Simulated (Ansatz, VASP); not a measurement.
## HfN in VASP and in Ansatz

File INCAR:

```
SYSTEM = HfN
PREC = Accurate
ENCUT = 520
EDIFF = 1E-7
ISMEAR = 0
SIGMA = 0.15
LREAL = .False.
LASPH = .True.
NELM = 100
ALGO = Normal
ISIF = 2
LWAVE = .False.
LCHARG = .True.
GGA = PS
LELF = .True.
LVHAR = .True.
NBANDS = 14
```

Contents of KPOINTS:

```
regular mesh
0
Gamma
  18 18 18
  0 0 0
```

POSCAR

```
HfN
1.0
    0.0000000000      2.2844137500      2.2844137500
    2.2590000000      0.0254137500      2.2590000000
    2.2590000000      2.2590000000      0.0254137500
Hf N
1 1
Direct
    0.0000000000      0.0000000000      0.0000000000
    0.5000000000      0.5000000000      0.5000000000
```

Input for Ansatz:

```yaml
crystal:
  lattice:
    - [0.0, 2.28441375, 2.28441375]
    - [2.259, 0.02541375, 2.259]
    - [2.259, 2.259, 0.02541375]
  atoms:
    - { symbol: Hf, position: [0.0, 0.0, 0.0] }
    - { symbol: "N", position: [0.5, 0.5, 0.5] }
basis:
  ecutwfc: 420
kpoints:
  mp_grid: { grid: [18, 18, 18] }
hamiltonian:
  xc: pbesol
scf:
  occupations: { method: gaussian, width: 0.15 }
output:
  forces: true
  stress: true
  eigenvalues: true
```

Change from the starting cell: strain +0.0225 x Voigt [0, 0, 0, 1, 0, 0], atoms carried along.

Alike in both runs: task single point; functional PBEsol; k mesh 18 × 18 × 18; occupations gaussian, width 0.15 eV; no spin polarisation.

```csv
,VASP,Ansatz
version,VASP 6.6.1,Ansatz 0.2.0
potentials or method,"VASP PAW PBE potentials, release 64 (Hf_pv, N), cutoff 520 eV","scalar-relativistic, plane waves, PAW"
valence electrons in the cell,15,31
```

Ansatz gave:

```
gap on the k mesh at the Fermi level (eV)                     : none
pressure (GPa)                                                : -3.0
traceless stress, the component that is largest in VASP (GPa) : -2.72
```

Which values does VASP return?

gap on the k mesh at the Fermi level (eV): none; pressure (GPa): -5.1; traceless stress, the component that is largest in VASP (GPa): -2.76.

VASP's potentials were made for PBE, not for PBEsol. A gap of «none» marks a metal or a gap that the smearing closes. VASP's potentials hold 15 valence electrons a cell and Ansatz's 31, so a difference there can come from the potentials and not from the codes.

Neither program's run includes spin-orbit coupling.
